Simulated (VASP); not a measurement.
**KMgF3: single point with PBE**

Crystal: KMgF3.

```
K Mg F
1.0
     4.15775    0.00000    0.00000
     0.00000    4.15775    0.00000
     0.00000    0.00000    3.89148
K Mg F
1 1 3
Cartesian
  2.0789 2.0789 1.9457
  0.0000 0.0000 0.0000
  2.0789 0.0000 0.0000
  0.0000 2.0789 0.0000
  0.0000 0.0000 1.9457
```

This cell differs from its parent crystal: epitaxial xy strain +4.5%.

- Program: VASP 6.6.1
- Task: single point
- Functional: PBE
- Potentials or basis: VASP PAW PBE potentials, release 64 (K_sv, Mg, F)
- Cutoff: 600 eV
- k mesh: 6 × 6 × 6
- Occupations: fermi-dirac, width 0.02 eV
- Spin: no spin polarisation
- Dipole correction: no
- Further INCAR settings: ALGO = Normal; EDIFF = 1e-06; NBANDS = 24

```
Pressure               : -0.7 GPa
Band gap on the k mesh : 6.85 eV (least direct gap 7.16 eV)
```

Stress tensor (GPa, compression positive):
```
-2.66  0.00  0.00
 0.00 -2.66  0.00
 0.00  0.00  3.20
```

Levels at points of the mesh, in eV from the valence-band top:
```tsv
k point	band 12	band 13	band 14	band 15	band 16	band 17	band 18	band 19	band 20	band 21
(0.00, 0.00, 0.00)	-0.62	-0.47	-0.32	-0.32	-0.31	6.85	9.86	10.13	11.77	12.24
(0.50, 0.00, 0.00)	-0.79	-0.72	-0.65	-0.52	-0.47	9.63	9.77	10.81	12.25	12.73
(0.50, 0.50, 0.00)	-1.08	-0.98	-0.79	-0.79	-0.06	10.48	11.15	11.88	11.88	12.85
(0.00, 0.00, 0.50)	-1.05	-1.05	-0.76	-0.48	-0.48	9.92	9.93	11.26	12.46	12.46
(0.50, 0.00, 0.50)	-1.11	-0.90	-0.75	-0.75	-0.03	10.54	11.51	12.04	12.24	12.39
(0.50, 0.50, 0.50)	-1.16	-0.97	-0.03	0.00	0.00	10.16	10.16	10.22	13.22	13.61
```

Run time: 77 s on 1 thread of Intel(R) Xeon(R) Platinum 8488C (Sapphire Rapids), with other jobs on the host, peak memory 0.24 GiB.

Caveat: the cell differs from its parent crystal (epitaxial xy strain +4.5%). A k mesh can miss the band edges.
